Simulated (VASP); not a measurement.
InGa2As3, 12 atoms in the cell. Symmetry: Cmc2_1, No. 36, orthorhombic system. Conventional cell: a = 12.457 Å, b = 7.199 Å, c = 6.834 Å, α = 90.00°, β = 90.00°, γ = 90.00°. In (site symmetry m) has 4 As at 2.67 Å within 3.5 Å. Ga (site symmetry 1) has 4 As at 2.49 to 2.51 Å within 3.3 Å. As (site symmetry 1) has 3 Ga at 2.49 to 2.51 Å and 1 In at 2.67 Å within 3.3 Å. As (site symmetry m) has 2 Ga at 2.49 Å and 2 In at 2.67 Å within 3.3 Å. 

```yaml
Program: VASP 6.6.1
Task: single point
Functional: PBE
Potentials_or_basis: VASP PAW PBE potentials, release 64 (In_d, Ga_d, As)
Cutoff: 520 eV
k_mesh: 3 × 3 × 4
Occupations: gaussian, width 0.1 eV
Spin: no spin polarisation
Dipole_correction: no
Further_INCAR_settings: ALGO = Normal; EDIFF = 1e-06; NBANDS = 66
```

Potentials or basis: VASP PAW PBE potentials, release 64 (In_d, Ga_d, As).

Launch:

```console
$ cat potpaw_PBE.64/In_d/POTCAR potpaw_PBE.64/Ga_d/POTCAR potpaw_PBE.64/As/POTCAR > POTCAR
$ mpirun -np 1 vasp_std > vasp.out
```

Hardware: 1 thread of Intel(R) Xeon(R) 6975P-C (Granite Rapids) (shared host).

**Question.** Estimate the wall time of this run.

**Answer.** Wall time 3.7 min on 1 thread of Intel(R) Xeon(R) 6975P-C (Granite Rapids) (shared host), peak memory 0.49 GiB. Counts: scf iterations 15, k points 12.
